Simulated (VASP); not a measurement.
Wanted: the native input for a VASP 6.6.1 run.

```
Task                               : single point
Functional                         : BHLYP
Potentials or basis                : VASP PAW PBE potentials, release 64 (Ga_d, N)
Cutoff                             : 520 eV
k mesh                             : 5 × 5 × 5
Occupations                        : fermi-dirac, width 0.05 eV
Spin                               : no spin polarisation
Dipole correction                  : no
Grid for exact exchange (PRECFOCK) : Normal
Further INCAR settings             : ALGO = Normal; EDIFF = 1e-06; NBANDS = 16
Share of exact exchange            : 0.5
```

The system is GaN.

```xyz
2
Lattice="0.0000 2.2684 2.2684 2.2684 0.0000 2.2684 2.2684 2.2684 0.0000" Properties=species:S:1:pos:R:3 pbc="T T T"
Ga    0.0000    0.0000    0.0000
N     1.1342    1.1342    1.1342
```

These files were run (other wordings do the same):

POSCAR

```
GaN
1.0
    0.0000000000      2.2684248875      2.2684248875
    2.2684248875      0.0000000000      2.2684248875
    2.2684248875      2.2684248875      0.0000000000
Ga N
1 1
Direct
    0.0000000000      0.0000000000      0.0000000000
    0.2500000000      0.2500000000      0.2500000000
```

INCAR.step1

```
ALGO = Normal ; EDIFF = 1E-5
ENCUT = 520 ; GGA = PE
ISIF = 2 ; ISMEAR = -1
LASPH = True ; LREAL = False
LWAVE = True ; NBANDS = 16
NELM = 100 ; PREC = Accurate
SIGMA = 0.05
```

INCAR.step2

```
AEXX = 0.5 ; AGGAC = 1.0
AGGAX = 0.5 ; ALDAC = 0.0
ALDAX = 0.5 ; ALGO = Normal
EDIFF = 1E-6 ; ENCUT = 520
GGA = B5 ; ISIF = 2
ISMEAR = -1 ; ISTART = 1
LASPH = True ; LCHARG = True
LELF = True ; LHFCALC = True
LREAL = False ; LVHAR = True
LWAVE = False ; NBANDS = 16
NELM = 100 ; PREC = Accurate
PRECFOCK = Normal ; SIGMA = 0.05
```

KPOINTS

```
k-points
0
Gamma
  5 5 5
```

Potentials or basis: VASP PAW PBE potentials, release 64 (Ga_d, N).

Launch:

```console
$ cat potpaw_PBE.64/Ga_d/POTCAR potpaw_PBE.64/N/POTCAR > POTCAR
$ cp INCAR.step1 INCAR
$ mpirun -np 1 vasp_std > vasp.out
$ cp INCAR.step2 INCAR
$ mpirun -np 1 vasp_std > vasp.out
```

Results of the run:

```yaml
Pressure: -4.8 GPa
Band_gap_on_the_k_mesh: 5.82 eV
```

Caveat: the k points lie up to 0.48 Å⁻¹ apart; the PAW data sets were made with another functional, which shifts forces and pressure a little.

Wall time 6.9 min on 1 thread of Intel(R) Xeon(R) 6975P-C (Granite Rapids), with other jobs on the host, peak memory 0.15 GiB.
